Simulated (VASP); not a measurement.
# GaC3 (Pmm2) in VASP: a series of runs

Runs on GaC3. Level: PBEsol. Tasks: single point.

Everything below comes from runs of VASP 6.6.1. Logs are shortened: lines on timing, memory, paths and dates and some standing lists are left out, and cuts for length are marked.

**1. The cell of the first run**

It takes space group Pmm2 (No. 25, orthorhombic). Conventional cell: a = 3.319 Å, b = 3.319 Å, c = 3.319 Å, α = 90.00°, β = 90.00°, γ = 90.00°. Within 3.0 Å of Ga (site symmetry mm2) lie 12 C at 2.30 to 2.39 Å. Within 3.0 Å of C (site symmetry mm2) lie 8 C at 2.30 to 2.39 Å and 4 Ga at 2.35 Å. C (site symmetry mm2) has 4 Ga at 2.35 Å and 8 C at 2.35 Å within 3.1 Å. C (site symmetry mm2) has 4 Ga at 2.30 to 2.39 Å and 8 C at 2.30 to 2.39 Å within 3.0 Å.

**2. Single point, PBEsol**

File INCAR:

```
ALGO = Normal ; EDIFF = 1E-6
ENCUT = 600 ; GGA = PS
GGA_COMPAT = False ; ISIF = 2
ISMEAR = 1 ; LASPH = True
LCHARG = False ; LREAL = False
LWAVE = False ; NBANDS = 20
NELM = 120 ; PREC = Accurate
SIGMA = 0.1
```

File KPOINTS:

```
k-points
0
Gamma
  6 6 6
```

File POSCAR:

```
GaC3
1.0
    3.3189480000      0.0000000000      0.0000000000
    0.0000000000      3.3189480000      0.0000000000
    0.0000000000      0.0000000000      3.3189480000
Ga C
1 3
Direct
    0.0000000000      0.0000000000      0.0000000000
    0.0000000000      0.5000000000      0.5000000000
    0.5000000000      0.0000000000      0.5000000000
    0.5200000000      0.5000000000      0.0000000000
```

Potentials or basis: VASP PAW PBE potentials, release 64 (Ga_d, C).

Run with:

```sh
> cat potpaw_PBE.64/Ga_d/POTCAR potpaw_PBE.64/C/POTCAR > POTCAR
> mpirun -np 1 vasp_std > vasp.out
```

OUTCAR:

```text
EDIFF = 1E-6
   ENCUT = 600
   GGA = PS
   ISIF = 2
   ISMEAR = 1
   LASPH = True
   LREAL = False
   NELM = 120
   PREC = Accurate

 ion  position               nearest neighbor table
   1  0.000  0.000  0.000-   4 2.30   4 2.30   2 2.35   2 2.35   3 2.35   2 2.35   3 2.35   2 2.35
                             3 2.35   3 2.35   4 2.39   4 2.39
   2  0.000  0.500  0.500-   1 2.35   1 2.35   1 2.35   1 2.35
   3  0.500  0.000  0.500-   1 2.35   1 2.35   1 2.35   1 2.35
   4  0.520  0.500  0.000-   1 2.30   1 2.30   1 2.39   1 2.39

  LATTYP: Found a simple cubic cell.
 ALAT       =     3.3189480000

  Lattice vectors:

 A1 = (   3.3189480000,   0.0000000000,   0.0000000000)
 A2 = (   0.0000000000,   3.3189480000,   0.0000000000)
 A3 = (   0.0000000000,   0.0000000000,   3.3189480000)

Analysis of symmetry for initial positions (statically):
=====================================================================
 Subroutine PRICEL returns:
 Original cell was already a primitive cell.

 Routine SETGRP: Setting up the symmetry group for a
 simple cubic supercell.

 Subroutine GETGRP returns: Found  4 space group operations
 (whereof  4 operations were pure point group operations)
 out of a pool of 48 trial point group operations.

The static configuration has the point symmetry C_2v.

Analysis of symmetry for dynamics (positions and initial velocities):
=====================================================================
 Subroutine PRICEL returns:
 Original cell was already a primitive cell.

 Routine SETGRP: Setting up the symmetry group for a
 simple cubic supercell.

 Subroutine GETGRP returns: Found  4 space group operations
 (whereof  4 operations were pure point group operations)
 out of a pool of 48 trial point group operations.

The dynamic configuration has the point symmetry C_2v.

 Subroutine INISYM returns: Found  4 space group operations
 (whereof  4 operations are pure point group operations),
 and found     1 'primitive' translations

----------------------------------------------------------------------------------------

                                     Primitive cell

  volume of cell :      36.5596

  direct lattice vectors                    reciprocal lattice vectors
     3.318948000  0.000000000  0.000000000     0.301300292  0.000000000  0.000000000
     0.000000000  3.318948000  0.000000000     0.000000000  0.301300292  0.000000000
     0.000000000  0.000000000  3.318948000     0.000000000  0.000000000  0.301300292

  length of vectors
     3.318948000  3.318948000  3.318948000     0.301300292  0.301300292  0.301300292

  position of ions in fractional coordinates (direct lattice)
     0.000000000  0.000000000  0.000000000
     0.000000000  0.500000000  0.500000000
     0.500000000  0.000000000  0.500000000
     0.520000000  0.500000000  0.000000000

  ion indices of the primitive-cell ions
   primitive index   ion index
                 1           1
                 2           2
                 3           3
                 4           4

----------------------------------------------------------------------------------------

 KPOINTS: k-points

Automatic generation of k-mesh.
 Grid dimensions read from file:
 generate k-points for:    6    6    6

 Generating k-lattice:

  Cartesian coordinates                     Fractional coordinates (reciprocal lattice)
     0.050216715  0.000000000  0.000000000     0.166666667  0.000000000  0.000000000
     0.000000000  0.050216715  0.000000000     0.000000000  0.166666667  0.000000000
     0.000000000  0.000000000  0.050216715     0.000000000  0.000000000  0.166666667

  Length of vectors
     0.050216715  0.050216715  0.050216715

  Shift w.r.t. Gamma in fractional coordinates (k-lattice)
     0.000000000  0.000000000  0.000000000

 Subroutine IBZKPT returns following result:
 ===========================================

 Found     64 irreducible k-points:

 Following reciprocal coordinates:
            Coordinates               Weight
  0.000000  0.000000  0.000000      1.000000
  0.166667  0.000000  0.000000      2.000000
  0.000000  0.166667  0.000000      2.000000
  0.000000  0.000000  0.166667      2.000000
  0.333333  0.000000  0.000000      2.000000
  0.000000  0.333333  0.000000      2.000000
[... 16 lines left out ...]
 -0.166667  0.500000  0.000000      2.000000
  0.500000  0.000000  0.166667      2.000000
 [... further k-points ...]
   k-points           NKPTS =     64   k-points in BZ     NKDIM =     64   number of bands    NBANDS=     20
   number of dos      NEDOS =    301   number of ions     NIONS =      4
   total plane-waves  NPLWV =  21952
   dimension x,y,z NGX =    28 NGY =   28 NGZ =   28
   dimension x,y,z NGXF=    56 NGYF=   56 NGZF=   56
   ions per type =               1   3
   NGX,Y,Z   is equivalent  to a cutoff of  14.03, 14.03, 14.03 a.u.
   NGXF,Y,Z  is equivalent  to a cutoff of  28.05, 28.05, 28.05 a.u.
 SYSTEM =  unknown system
   PREC   = accura    normal or accurate (medium, high low for compatibility)
   ISTART =      0    job   : 0-new  1-cont  2-samecut
   ICHARG =      2    charge: 1-file 2-atom 10-const
   ISPIN  =      1    spin polarized calculation?
   LNONCOLLINEAR =      F non collinear calculations
   LSORBIT =      F    spin-orbit coupling
   LASPH  =      T    aspherical Exc in radial PAW
   ENCUT  =  600.0 eV  44.10 Ry    6.64 a.u.   6.63  6.63  6.63*2*pi/ulx,y,z
   NELM   =    120;   NELMIN=  2; NELMDL= -5     # of ELM steps
   EDIFF  = 0.1E-05   stopping-criterion for ELM
   LREAL  =      F    real-space projection
   EDIFFG = 0.1E-04   stopping-criterion for IOM
   NSW    =      0    number of steps for IOM
   IBRION =     -1    ionic relax: 0-MD 1-quasi-New 2-CG
   NFREE  =      0    steps in history (QN), initial steepest desc. (CG)
   ISIF   =      2    stress and relaxation
   ISYM   =      2    0-nonsym 1-usesym 2-fastsym
   POTIM  = 0.5000    time-step for ionic-motion
   TEBEG  =    0.0;   TEEND  =   0.0 temperature during run
   PSTRESS=    0.0 pullay stress
   NELECT =      25.0000    total number of electrons
   NUPDOWN=      -1.0000    fix difference up-down
   EMIN   =  10.00;   EMAX   =-10.00  energy-range for DOS
   EFERMI =   0.00;   METHOD = LEGACY
   ISMEAR =     1;   SIGMA  =   0.10  broadening in eV -4-tet -1-fermi 0-gaus
   EFERMI_NEDOS =   21; number of points for ismear=-14 and -15
   IALGO  =     38    algorithm
   IMIX   =      4    mixing-type and parameters
     AMIX     =   0.40;   BMIX     =  1.00
     AMIX_MAG =   1.60;   BMIX_MAG =  1.00
  volume/ion in A,a.u.               =       9.14        61.68
  Fermi-wavevector in a.u.,A,eV,Ry     =   1.442296  2.725544 28.303079  2.080218
  Thomas-Fermi vector in A             =   2.560832
   LORBIT       =      0    0 simple, 1 ext, 2 COOP (PROOUT), +10 PAW based schemes
   GGA     = PS    functional components
   LHFCALC =     F    Hartree Fock is set to
   AEXX    =    0.0000 exact exchange contribution
   IVDW    =     0    specifies the selected vdW correction
   LEPSILON=     F    determine dielectric tensor
   LRPA    =     F    only Hartree local field effects (RPA)
 non-spin polarized calculation
 Methfessel and Paxton  Order N= 1 SIGMA  =   0.10
  energy-cutoff  :      600.00
  volume of cell :       36.56
 maximum number of plane-waves:      1233
 NGX is ok and might be reduce to    28
   NGX = 13   NGY = 13   NGZ = 13

 number of electron      25.0000005 magnetization

 Free energy of the ion-electron system (eV)
  ---------------------------------------------------
  ext. energy  EPLUGINS =         0.00000000
  ---------------------------------------------------
  free energy    TOTEN  =       -19.68970325 eV

  energy without entropy =      -19.68873544  energy(sigma->0) =      -19.68938065

 E-fermi :   7.3216     XC(G=0): -12.6675

 val. band max:        7.3187740633   @ k =   0.0000   0.0000   0.3333
 cond. band min:       7.3720671130   @ k =   0.3333   0.1667   0.1667
 fundamental gap:      0.0532930496
 Fermi energy:         7.3216130888

 k-point     1 :       0.0000    0.0000    0.0000
  band No.  band energies     occupation
      1      -9.2645      2.00000
      2      -7.6457      2.00000
      3      -7.6426      2.00000
      4      -7.4358      2.00000
      5      -7.4337      2.00000
      6      -7.4337      2.00000
[... 12 lines left out ...]
     19      19.1306      0.00000
     20      19.2829      0.00000

 k-point     2 :       0.1667    0.0000    0.0000
  band No.  band energies     occupation
      1      -8.9389      2.00000
      2      -7.6347      2.00000
      3      -7.6162      2.00000
      4      -7.4617      2.00000
      5      -7.4596      2.00000
      6      -7.4324      2.00000
[... 12 lines left out ...]
     19      18.3445      0.00000
     20      19.3011      0.00000

 k-point     3 :       0.0000    0.1667    0.0000
  band No.  band energies     occupation
      1      -8.9381      2.00000
      2      -7.6317      2.00000
      3      -7.6202      2.00000
      4      -7.4609      2.00000
      5      -7.4598      2.00000
      6      -7.4324      2.00000
[... 12 lines left out ...]
     19      18.3557      0.00000
     20      19.2884      0.00000

 k-point     4 :       0.0000    0.0000    0.1667
  band No.  band energies     occupation
      1      -8.9380      2.00000
      2      -7.6336      2.00000
      3      -7.6174      2.00000
      4      -7.4597      2.00000
      5      -7.4596      2.00000
      6      -7.4345      2.00000
[... 12 lines left out ...]
     19      18.3584      0.00000
     20      19.1636      0.00000

 k-point     5 :       0.3333    0.0000    0.0000
  band No.  band energies     occupation
      1      -8.0415      2.00000
      2      -7.6126      2.00000
      3      -7.5122      2.00000
      4      -7.5103      2.00000
      5      -7.4994      2.00000
      6      -7.4299      2.00000
[... 12 lines left out ...]
     19      16.7108      0.00000
     20      17.9222      0.00000

 k-point     6 :       0.0000    0.3333    0.0000
  band No.  band energies     occupation
      1      -8.0357      2.00000
      2      -7.6095      2.00000
      3      -7.5409      2.00000
      4      -7.5107      2.00000
      5      -7.4761      2.00000
      6      -7.4298      2.00000
[... 12 lines left out ...]
     19      16.7299      0.00000
     20      17.9073      0.00000

 k-point     7 :       0.0000    0.0000    0.3333
  band No.  band energies     occupation
      1      -8.0355      2.00000
      2      -7.6112      2.00000
      3      -7.5135      2.00000
      4      -7.5104      2.00000
      5      -7.4998      2.00000
      6      -7.4319      2.00000
[... 12 lines left out ...]
     19      16.7096      0.00000
     20      17.9232      0.00000
[... 277 lines left out ...]
 k-point    20 :       0.5000    0.1667    0.0000
  band No.  band energies     occupation
      1      -7.6729      2.00000
      2      -7.6077      2.00000
      3      -7.5587      2.00000
      4      -7.5307      2.00000
      5      -7.4514      2.00000
      6      -6.2381      2.00000
[... 12 lines left out ...]
     19      15.8176      0.00000
     20      15.9946      0.00000

 k-point    21 :       0.0000    0.5000    0.1667
  band No.  band energies     occupation
      1      -7.6671      2.00000
      2      -7.6078      2.00000
      3      -7.5582      2.00000
      4      -7.5357      2.00000
      5      -7.4512      2.00000
      6      -6.2135      2.00000
[... 12 lines left out ...]
     19      15.8198      0.00000
     20      16.0232      0.00000

 k-point    22 :       0.1667    0.0000    0.5000
  band No.  band energies     occupation
      1      -7.6639      2.00000
      2      -7.6136      2.00000
      3      -7.5571      2.00000
      4      -7.5309      2.00000
      5      -7.4533      2.00000
      6      -6.2126      2.00000
[... 12 lines left out ...]
     19      15.7991      0.00000
     20      16.0156      0.00000

 k-point    23 :      -0.1667    0.5000    0.0000
  band No.  band energies     occupation
      1      -7.6710      2.00000
      2      -7.6084      2.00000
      3      -7.5578      2.00000
      4      -7.5312      2.00000
      5      -7.4512      2.00000
      6      -6.2157      2.00000
[... 12 lines left out ...]
     19      15.8366      0.00000
     20      15.9949      0.00000

 k-point    24 :       0.5000    0.0000    0.1667
  band No.  band energies     occupation
      1      -7.6677      2.00000
      2      -7.6116      2.00000
      3      -7.5582      2.00000
      4      -7.5326      2.00000
      5      -7.4513      2.00000
      6      -6.2393      2.00000
[... 12 lines left out ...]
     19      15.8081      0.00000
     20      16.0181      0.00000

 [... further k-points ...]
[... 5 lines left out ...]
  --------------------------------------------------------------------------------------
  -------------------------------------------------------------------------------------
  Total       -1.2640720     -1.0747059     -1.1741740      0.0000000      0.0000000      0.0000000
  in kB      -55.3963386    -47.0976082    -51.4566718      0.0000000      0.0000000      0.0000000
  external PRESSURE =     -51.3168729 kB  Pullay stress =       0.0000000 kB

 VOLUME and BASIS-vectors are now :
 -----------------------------------------------------------------------------
  energy-cutoff  :      600.00
  volume of cell :       36.56
      direct lattice vectors                 reciprocal lattice vectors
     3.318948000  0.000000000  0.000000000     0.301300292  0.000000000  0.000000000
     0.000000000  3.318948000  0.000000000     0.000000000  0.301300292  0.000000000
     0.000000000  0.000000000  3.318948000     0.000000000  0.000000000  0.301300292

 POSITION                                       TOTAL-FORCE (eV/Angst)
 -----------------------------------------------------------------------------------
      0.00000      0.00000      0.00000         0.229885      0.000000      0.000000
      0.00000      1.65947      1.65947        -0.204096      0.000000      0.000000
      1.65947      0.00000      1.65947        -0.261590      0.000000      0.000000
      1.72585      1.65947      0.00000         0.235801      0.000000      0.000000
 -----------------------------------------------------------------------------------
    total drift:                               -0.000008      0.000000     -0.000000

  FREE ENERGIE OF THE ION-ELECTRON SYSTEM (eV)
  ---------------------------------------------------
  free  energy   TOTEN  =       -19.6897032542 eV

  energy  without entropy=      -19.6887354434  energy(sigma->0) =      -19.68938065
```

It took 24 s on 1 thread of Intel Xeon Platinum 8559C (Emerald Rapids), shared host; peak memory 0.18 GiB.

Results:

- Free energy: -19.6897 eV
- Pressure: -5.1 GPa
- Largest force: 0.262 eV/Å

Forces in eV/Å, atoms in the order of the input:
```
Ga   0.230  0.000  0.000
C   -0.204  0.000  0.000
C   -0.262  0.000  0.000
C    0.236  0.000  0.000
```

Stress tensor (GPa, compression positive):
```
-5.54  0.00  0.00
 0.00 -4.71  0.00
 0.00  0.00 -5.15
```

Caveat: the PAW data sets were made with another functional, which shifts forces and pressure a little.

[end of part 1 of 2]
